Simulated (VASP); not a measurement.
# WC (P-6m2) in VASP: notebook

The runs below take WC through single point, with PBE.

Program: VASP 6.6.1. These are calculated values, not measurements. Logs are shortened: lines on timing, memory, paths and dates and some standing lists are left out, and cuts for length are marked.

## (1) The cell of the first run

The structure is hexagonal, space group P-6m2 (No. 187). The conventional cell has a = 3.017 Å, b = 3.017 Å, c = 2.829 Å, α = 90.00°, β = 90.00°, γ = 120.00°. W (site symmetry -6m2) has 6 C at 2.24 Å and 8 W at 2.83 to 3.02 Å within 3.1 Å. C (site symmetry -6m2) has 6 W at 2.24 Å and 8 C at 2.83 to 3.02 Å within 3.1 Å.

## (2) Single point, PBE (strain +0.040 along x and y, +0.000 along z)

Input file INCAR:

```
PREC = Accurate ; ENCUT = 520
EDIFF = 1E-6 ; ISMEAR = 0
SIGMA = 0.15 ; LREAL = F
LASPH = T ; NELM = 60
ALGO = Normal ; ISIF = 2
LWAVE = F ; LCHARG = T
GGA = PE ; LELF = T
LVHAR = T ; NBANDS = 16
```

Input file KPOINTS:

```
Automatic mesh
0
Gamma
  18 18 16
```

Input file POSCAR:

```
WC
1.0
    3.0165214934      0.0000000000      0.0000000000
   -1.5082607467      2.6123842444      0.0000000000
    0.0000000000      0.0000000000      2.8290000000
W C
1 1
Direct
    0.0000000000      0.0000000000      0.0000000000
    0.6666666667      0.3333333333      0.5000000000
```

Potentials or basis: VASP PAW PBE potentials, release 64 (W_sv, C).

Launch:

```
$ cat potpaw_PBE.64/W_sv/POTCAR potpaw_PBE.64/C/POTCAR > POTCAR
$ mpirun -np 1 vasp_std > vasp.out
```

OUTCAR:

```text
PREC = Accurate
   ENCUT = 520
   EDIFF = 1E-6
   ISMEAR = 0
   LREAL = F
   LASPH = T
   NELM = 60
   ISIF = 2
   GGA = PE

 ion  position               nearest neighbor table
   1  0.000  0.000  0.000-   2 2.24   2 2.24   2 2.24   2 2.24   2 2.24   2 2.24
   2  0.667  0.333  0.500-   1 2.24   1 2.24   1 2.24   1 2.24   1 2.24   1 2.24

  LATTYP: Found a hexagonal cell.
 ALAT       =     3.0165214934
 C/A-ratio  =     0.9378351874

  Lattice vectors:

 A1 = (   3.0165214934,   0.0000000000,   0.0000000000)
 A2 = (  -1.5082607467,   2.6123842444,   0.0000000000)
 A3 = (   0.0000000000,   0.0000000000,   2.8290000000)

Analysis of symmetry for initial positions (statically):
=====================================================================
 Subroutine PRICEL returns:
 Original cell was already a primitive cell.

 Routine SETGRP: Setting up the symmetry group for a
 hexagonal supercell.

 Subroutine GETGRP returns: Found 12 space group operations
 (whereof 12 operations were pure point group operations)
 out of a pool of 24 trial point group operations.

The static configuration has the point symmetry D_3h.

Analysis of symmetry for dynamics (positions and initial velocities):
=====================================================================
 Subroutine PRICEL returns:
 Original cell was already a primitive cell.

 Routine SETGRP: Setting up the symmetry group for a
 hexagonal supercell.

 Subroutine GETGRP returns: Found 12 space group operations
 (whereof 12 operations were pure point group operations)
 out of a pool of 24 trial point group operations.

The dynamic configuration has the point symmetry D_3h.

 Subroutine INISYM returns: Found 12 space group operations
 (whereof 12 operations are pure point group operations),
 and found     1 'primitive' translations

----------------------------------------------------------------------------------------

                                     Primitive cell

  volume of cell :      22.2934

  direct lattice vectors                    reciprocal lattice vectors
     3.016521493  0.000000000  0.000000000     0.331507666  0.191396040  0.000000000
    -1.508260747  2.612384244  0.000000000     0.000000000  0.382792081  0.000000000
     0.000000000  0.000000000  2.829000000     0.000000000  0.000000000  0.353481796

  length of vectors
     3.016521493  3.016521493  2.829000000     0.382792081  0.382792081  0.353481796

  position of ions in fractional coordinates (direct lattice)
     0.000000000  0.000000000  0.000000000
     0.666666667  0.333333333  0.500000000

  ion indices of the primitive-cell ions
   primitive index   ion index
                 1           1
                 2           2

----------------------------------------------------------------------------------------

 KPOINTS: Automatic mesh

Automatic generation of k-mesh.
 Grid dimensions read from file:
 generate k-points for:   18   18   16

 Generating k-lattice:

  Cartesian coordinates                     Fractional coordinates (reciprocal lattice)
     0.018417093  0.010633113  0.000000000     0.055555556  0.000000000  0.000000000
     0.000000000  0.021266227  0.000000000     0.000000000  0.055555556  0.000000000
     0.000000000  0.000000000  0.022092612     0.000000000  0.000000000  0.062500000

  Length of vectors
     0.021266227  0.021266227  0.022092612

  Shift w.r.t. Gamma in fractional coordinates (k-lattice)
     0.000000000  0.000000000  0.000000000

 Subroutine IBZKPT returns following result:
 ===========================================

 Found    333 irreducible k-points:

 Following reciprocal coordinates:
            Coordinates               Weight
  0.000000  0.000000  0.000000      1.000000
  0.055556  0.000000  0.000000      6.000000
  0.111111  0.000000  0.000000      6.000000
  0.166667  0.000000  0.000000      6.000000
  0.222222  0.000000  0.000000      6.000000
  0.277778 -0.000000  0.000000      6.000000
[... 16 lines left out ...]
  0.333333  0.111111  0.000000     12.000000
  0.388889  0.111111  0.000000     12.000000
 [... further k-points ...]
   k-points           NKPTS =    333   k-points in BZ     NKDIM =    333   number of bands    NBANDS=     16
   number of dos      NEDOS =    301   number of ions     NIONS =      2
   total plane-waves  NPLWV =  13824
   dimension x,y,z NGX =    24 NGY =   24 NGZ =   24
   dimension x,y,z NGXF=    48 NGYF=   48 NGZF=   48
   ions per type =               1   1
   NGX,Y,Z   is equivalent  to a cutoff of  13.23, 13.23, 14.10 a.u.
   NGXF,Y,Z  is equivalent  to a cutoff of  26.45, 26.45, 28.21 a.u.
 SYSTEM =  unknown system
   PREC   = accura    normal or accurate (medium, high low for compatibility)
   ISTART =      0    job   : 0-new  1-cont  2-samecut
   ICHARG =      2    charge: 1-file 2-atom 10-const
   ISPIN  =      1    spin polarized calculation?
   LNONCOLLINEAR =      F non collinear calculations
   LSORBIT =      F    spin-orbit coupling
   LASPH  =      T    aspherical Exc in radial PAW
   ENCUT  =  520.0 eV  38.22 Ry    6.18 a.u.   5.61  5.61  5.26*2*pi/ulx,y,z
   NELM   =     60;   NELMIN=  2; NELMDL= -5     # of ELM steps
   EDIFF  = 0.1E-05   stopping-criterion for ELM
   LREAL  =      F    real-space projection
   EDIFFG = 0.1E-04   stopping-criterion for IOM
   NSW    =      0    number of steps for IOM
   IBRION =     -1    ionic relax: 0-MD 1-quasi-New 2-CG
   NFREE  =      0    steps in history (QN), initial steepest desc. (CG)
   ISIF   =      2    stress and relaxation
   ISYM   =      2    0-nonsym 1-usesym 2-fastsym
   POTIM  = 0.5000    time-step for ionic-motion
   TEBEG  =    0.0;   TEEND  =   0.0 temperature during run
   PSTRESS=    0.0 pullay stress
   NELECT =      18.0000    total number of electrons
   NUPDOWN=      -1.0000    fix difference up-down
   EMIN   =  10.00;   EMAX   =-10.00  energy-range for DOS
   EFERMI =   0.00;   METHOD = LEGACY
   ISMEAR =     0;   SIGMA  =   0.15  broadening in eV -4-tet -1-fermi 0-gaus
   EFERMI_NEDOS =   21; number of points for ismear=-14 and -15
   IALGO  =     38    algorithm
   IMIX   =      4    mixing-type and parameters
     AMIX     =   0.40;   BMIX     =  1.00
     AMIX_MAG =   1.60;   BMIX_MAG =  1.00
  volume/ion in A,a.u.               =      11.15        75.22
  Fermi-wavevector in a.u.,A,eV,Ry     =   1.524428  2.880751 31.618308  2.323880
  Thomas-Fermi vector in A             =   2.632736
   LORBIT       =      0    0 simple, 1 ext, 2 COOP (PROOUT), +10 PAW based schemes
   GGA     = PE    functional components
   LHFCALC =     F    Hartree Fock is set to
   AEXX    =    0.0000 exact exchange contribution
   IVDW    =     0    specifies the selected vdW correction
   LEPSILON=     F    determine dielectric tensor
   LRPA    =     F    only Hartree local field effects (RPA)
 non-spin polarized calculation
 Gauss-broadening in eV      SIGMA  =   0.15
  energy-cutoff  :      520.00
  volume of cell :       22.29
 maximum number of plane-waves:       616
 NGX is ok and might be reduce to    24
   NGX = 11   NGY = 11   NGZ = 11

 number of electron      17.9999997 magnetization

 Free energy of the ion-electron system (eV)
  ---------------------------------------------------
  ext. energy  EPLUGINS =         0.00000000
  ---------------------------------------------------
  free energy    TOTEN  =       -22.34691392 eV

  energy without entropy =      -22.34250511  energy(sigma->0) =      -22.34470951

 E-fermi :  10.1150     XC(G=0): -13.3943

 val. band max:       10.1146005361   @ k =   0.0556   0.0556   0.3125
 cond. band min:      10.1323080957   @ k =   0.3889   0.2222   0.0000
 fundamental gap:      0.0177075595
 Fermi energy:        10.1150484982

 k-point     1 :       0.0000    0.0000    0.0000
  band No.  band energies     occupation
      1     -64.0582      2.00000
      2     -28.0032      2.00000
      3     -28.0032      2.00000
      4     -27.9590      2.00000
      5      -3.8409      2.00000
      6       6.1938      2.00000
[... 8 lines left out ...]
     15      24.0069      0.00000
     16      25.8797      0.00000

 k-point     2 :       0.0556    0.0000    0.0000
  band No.  band energies     occupation
      1     -64.0571      2.00000
      2     -28.0207      2.00000
      3     -28.0072      2.00000
      4     -27.9569      2.00000
      5      -3.7689      2.00000
      6       6.1862      2.00000
[... 8 lines left out ...]
     15      23.8017      0.00000
     16      26.0328      0.00000

 k-point     3 :       0.1111    0.0000    0.0000
  band No.  band energies     occupation
      1     -64.0541      2.00000
      2     -28.0710      2.00000
      3     -28.0189      2.00000
      4     -27.9508      2.00000
      5      -3.5582      2.00000
      6       6.0075      2.00000
[... 8 lines left out ...]
     15      23.4813      0.00000
     16      26.4738      0.00000

 k-point     4 :       0.1667    0.0000    0.0000
  band No.  band energies     occupation
      1     -64.0494      2.00000
      2     -28.1473      2.00000
      3     -28.0366      2.00000
      4     -27.9414      2.00000
      5      -3.2239      2.00000
      6       5.5650      2.00000
[... 8 lines left out ...]
     15      23.3031      0.00000
     16      27.1520      0.00000
[... 324 lines left out ...]
 k-point    22 :       0.2778    0.1111    0.0000
  band No.  band energies     occupation
      1     -64.0306      2.00000
      2     -28.4241      2.00000
      3     -28.1358      2.00000
      4     -27.9029      2.00000
      5      -1.6266      2.00000
      6       4.0242      2.00000
[... 8 lines left out ...]
     15      24.2449      0.00000
     16      25.6414      0.00000

 k-point    23 :       0.3333    0.1111    0.0000
  band No.  band energies     occupation
      1     -64.0262      2.00000
      2     -28.4864      2.00000
      3     -28.1581      2.00000
      4     -27.8940      2.00000
      5      -1.1711      2.00000
      6       3.6990      2.00000
[... 8 lines left out ...]
     15      23.7144      0.00000
     16      25.8590      0.00000

 k-point    24 :       0.3889    0.1111    0.0000
  band No.  band energies     occupation
      1     -64.0234      2.00000
      2     -28.5268      2.00000
      3     -28.1726      2.00000
      4     -27.8882      2.00000
      5      -0.8412      2.00000
      6       3.4814      2.00000
[... 8 lines left out ...]
     15      22.9167      0.00000
     16      26.4503      0.00000

 [... further k-points ...]

------------------------ aborting loop because EDIFF is reached ----------------------------------------

  FORCE on cell =-STRESS in cart. coord.  units (eV):
  Direction    XX          YY          ZZ          XY          YZ          ZX
  --------------------------------------------------------------------------------------
  -------------------------------------------------------------------------------------
  Total       -3.3317482     -3.3317482     -0.4314014     -0.0000000      0.0000000      0.0000000
  in kB     -239.4453021   -239.4453021    -31.0038558     -0.0000000      0.0000000      0.0000000
  external PRESSURE =    -169.9648200 kB  Pullay stress =       0.0000000 kB

 VOLUME and BASIS-vectors are now :
 -----------------------------------------------------------------------------
  energy-cutoff  :      520.00
  volume of cell :       22.29
      direct lattice vectors                 reciprocal lattice vectors
     3.016521493  0.000000000  0.000000000     0.331507666  0.191396040  0.000000000
    -1.508260747  2.612384244  0.000000000     0.000000000  0.382792081  0.000000000
     0.000000000  0.000000000  2.829000000     0.000000000  0.000000000  0.353481796

 POSITION                                       TOTAL-FORCE (eV/Angst)
 -----------------------------------------------------------------------------------
      0.00000      0.00000      0.00000        -0.000000      0.000000      0.000000
      1.50826      0.87079      1.41450         0.000000      0.000000      0.000000
 -----------------------------------------------------------------------------------
    total drift:                               -0.000000      0.000000      0.000000

  FREE ENERGIE OF THE ION-ELECTRON SYSTEM (eV)
  ---------------------------------------------------
  free  energy   TOTEN  =       -22.3469139231 eV

  energy  without entropy=      -22.3425051065  energy(sigma->0) =      -22.34470951
```

It took 1.8 min on 1 thread of Intel Xeon 8259CL, shared host; peak memory 0.24 GiB.

What came out:

- Free energy: -22.3469 eV
- Pressure: -17.0 GPa
- Band gap on the k mesh: zero (bands 9 and 10 overlap by 1.31 eV)

Caveat: the cell differs from its parent crystal (strain +0.040 along x and y, +0.000 along z); the cell stands under tension; spin-orbit coupling is left out, which moves the levels of the heavy elements.

## (3) Single point, PBE (strain +0.080 along x and y, -0.040 along z)

Input file INCAR:

```
  PREC = Accurate
  ENCUT = 520
  EDIFF = 1E-6
  ISMEAR = 0
  SIGMA = 0.15
  LREAL = False
  LASPH = True
  NELM = 80
  ALGO = Normal
  ISIF = 2
  LWAVE = False
  LCHARG = False
  GGA = PE
  NBANDS = 16
```

Input file KPOINTS:

```
regular mesh
0
Gamma
  18 18 16
```

Input file POSCAR:

```
WC
1.0
    3.1325415509      0.0000000000      0.0000000000
   -1.5662707754      2.7128605615      0.0000000000
    0.0000000000      0.0000000000      2.7158400000
W C
1 1
Direct
    0.0000000000      0.0000000000      0.0000000000
    0.6666666667      0.3333333333      0.5000000000
```

Potentials or basis: VASP PAW PBE potentials, release 64 (W_sv, C).

Launch:

```
$ cat potpaw_PBE.64/W_sv/POTCAR potpaw_PBE.64/C/POTCAR > POTCAR
$ mpirun -np 1 vasp_std > vasp.out
```

It took 80 s on 1 thread of Intel Xeon 8259CL, shared host; peak memory 0.23 GiB.

Results (log left out):

```yaml
Free_energy: -21.9309 eV
Pressure: -20.9 GPa
Band_gap_on_the_k_mesh: zero (bands 9 and 10 overlap by 1.71 eV)
```

Stress tensor (GPa, compression positive):
```
-42.44   0.00   0.00
  0.00 -42.44   0.00
  0.00   0.00  22.29
```

Levels at points of the mesh, in eV from the Fermi level:
| k point | band 6 | band 7 | band 8 | band 9 | band 10 | band 11 | band 12 | band 13 |
| --- | --- | --- | --- | --- | --- | --- | --- | --- |
| (0.00, 0.00, 0.00) | -3.94 | -3.79 | -3.79 | 1.16 | 3.04 | 3.04 | 4.64 | 5.33 |
| (0.50, 0.00, 0.00) | -6.87 | -3.38 | -1.95 | -1.27 | 2.51 | 2.90 | 3.19 | 6.63 |
| (0.00, 0.00, 0.50) | -7.86 | -2.84 | -2.84 | -0.46 | -0.46 | 3.58 | 3.58 | 4.85 |
| (0.50, 0.00, 0.50) | -5.91 | -4.63 | -3.76 | 0.31 | 3.13 | 4.66 | 5.38 | 7.78 |

Caveat: the cell differs from its parent crystal (strain +0.080 along x and y, -0.040 along z); the cell stands under tension; spin-orbit coupling is left out, which moves the levels of the heavy elements.

## (4) Single point, PBE (strain +0.040 along x and y, +0.040 along z)

Input file INCAR:

```
SYSTEM = WC
PREC = Accurate
ENCUT = 520
EDIFF = 1E-6
ISMEAR = 0
SIGMA = 0.15
LREAL = .FALSE.
LASPH = .TRUE.
NELM = 100
ALGO = Normal
ISIF = 2
LWAVE = .FALSE.
LCHARG = .TRUE.
GGA = PE
LELF = .TRUE.
LVHAR = .TRUE.
NBANDS = 16
```

Input file KPOINTS:

```
regular mesh
0
G
  18 18 16
  0 0 0
```

Input file POSCAR:

```
WC
1.0
    3.0165214934      0.0000000000      0.0000000000
   -1.5082607467      2.6123842444      0.0000000000
    0.0000000000      0.0000000000      2.9421600000
W C
1 1
Direct
    0.0000000000      0.0000000000      0.0000000000
    0.6666666667      0.3333333333      0.5000000000
```

Launch:

```
$ cat potpaw_PBE.64/W_sv/POTCAR potpaw_PBE.64/C/POTCAR > POTCAR
$ mpirun -np 1 vasp_std > vasp.out
```

Wall time 1.8 min (1 thread of Intel Xeon 8259CL, shared host); peak memory 0.24 GiB.

The run converged. Its results:

```
Free energy            : -22.2425 eV
Pressure               : -29.7 GPa
Band gap on the k mesh : zero (bands 9 and 10 overlap by 1.07 eV)
```

Stress tensor (GPa, compression positive):
```
-27.85   0.00   0.00
  0.00 -27.85   0.00
  0.00   0.00 -33.30
```

Levels at points of the mesh, in eV from the Fermi level:
```tsv
k point	band 5	band 6	band 7	band 8	band 9	band 10	band 11	band 12	band 13	band 14
(0.00, 0.00, 0.00)	-13.60	-3.72	-2.89	-2.89	0.09	2.75	2.75	5.04	5.04	5.58
(0.50, 0.00, 0.00)	-10.61	-6.49	-3.15	-3.07	-0.40	2.02	3.89	4.17	6.20	8.77
(0.00, 0.00, 0.50)	-10.18	-7.94	-1.74	-1.74	-0.47	-0.47	3.22	4.22	4.22	9.24
(0.50, 0.00, 0.50)	-10.57	-5.79	-3.90	-3.77	0.13	3.75	4.49	5.66	8.07	8.65
```

Caveat: the cell differs from its parent crystal (strain +0.040 along x and y, +0.040 along z); the cell stands under tension; spin-orbit coupling is left out, which moves the levels of the heavy elements.

## (5) Summary

```tsv
cell	gap on the mesh (eV)	pressure (GPa)
a = 3.017, b = 3.017, c = 2.829 Å, angles 90.0, 90.0, 120.0°, 2 atoms	none	-17.0
a = 3.133, b = 3.133, c = 2.716 Å, angles 90.0, 90.0, 120.0°, 2 atoms	none	-20.9
a = 3.017, b = 3.017, c = 2.942 Å, angles 90.0, 90.0, 120.0°, 2 atoms	none	-29.7
```

Alike in all rows: task single point; level PBE; potentials or basis VASP PAW PBE potentials, release 64 (W_sv, C); no spin polarisation; k mesh 18 × 18 × 16; cutoff (eV) 520; smearing gaussian 0.15 eV.

Caveats: the cell stands under tension; spin-orbit coupling is left out, which moves the levels of the heavy elements.

Total energies depend on the potentials used, so only differences within one code and one set of settings carry meaning.
